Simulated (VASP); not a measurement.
Here is a VASP 6.6.1 calculation.

File INCAR:

```
SYSTEM = MnO2
ALGO     = Normal         ! electronic algorithm
EDIFF    = 1E-6           ! SCF threshold, eV
ENCUT    = 600            ! plane-wave cutoff, eV
GGA_COMPAT= .FALSE.      
ISIF     = 2              ! what is computed and relaxed
ISMEAR   = 0              ! smearing method
ISPIN    = 2              ! spin polarisation
LASPH    = .TRUE.         ! aspherical terms in the spheres
LCHARG   = .FALSE.        ! write CHGCAR
LDAU     = .TRUE.         ! DFT+U
LDAUJ    = 0 0          
LDAUL    = 2 -1           ! shell
LDAUPRINT= 1            
LDAUTYPE = 2            
LDAUU    = 4 0            ! U, eV
LMAXMIX  = 4              ! l up to which the mixer works
LORBIT   = 11             ! projections on sites
LREAL    = .FALSE.        ! projectors in reciprocal space
LWAVE    = .FALSE.        ! write WAVECAR
MAGMOM   = 2.89 2.89 -0.04 -0.04 -0.04 -0.04 ! initial moments
NBANDS   = 40             ! bands
NELM     = 200            ! most SCF steps
NUPDOWN  = 6.0            ! fixed moment
PREC     = Accurate       ! precision mode
SIGMA    = 0.05           ! smearing width, eV
```

File KPOINTS:

```
k-points
0
G
  4 4 7
  0 0 0
```

Contents of POSCAR:

```
MnO2
1.0
    4.3959987700      0.0000000000      0.0000000000
    0.0000000000      4.3959987700      0.0000000000
    0.0000000000      0.0000000000      2.8709991900
Mn O
2 4
Direct
    0.0000000000      0.0000000000      0.0000000000
    0.5000000000      0.5000000000      0.5000000000
    0.3020000000      0.3020000000      0.0000000000
    0.1980000000      0.8020000000      0.5000000000
    0.6980000000      0.6980000000      0.0000000000
    0.8020000000      0.1980000000      0.5000000000
```

Potentials or basis: VASP PAW LDA potentials, release 64 (Mn_sv, O).

Launch:

```console
$ cat potpaw_LDA.64/Mn_sv/POTCAR potpaw_LDA.64/O/POTCAR > POTCAR
$ mpirun -np 1 vasp_std > vasp.out
```

(1) Estimate the largest force.

(2) Estimate the pressure.

Answers

(1) 0.546 eV/Å.

(2) -8.7 GPa.

Caveat: the cell stands under tension; the total moment is fixed, so each spin has its own Fermi level; only a ferromagnetic start was run, and an antiferromagnetic order may lie lower in energy.
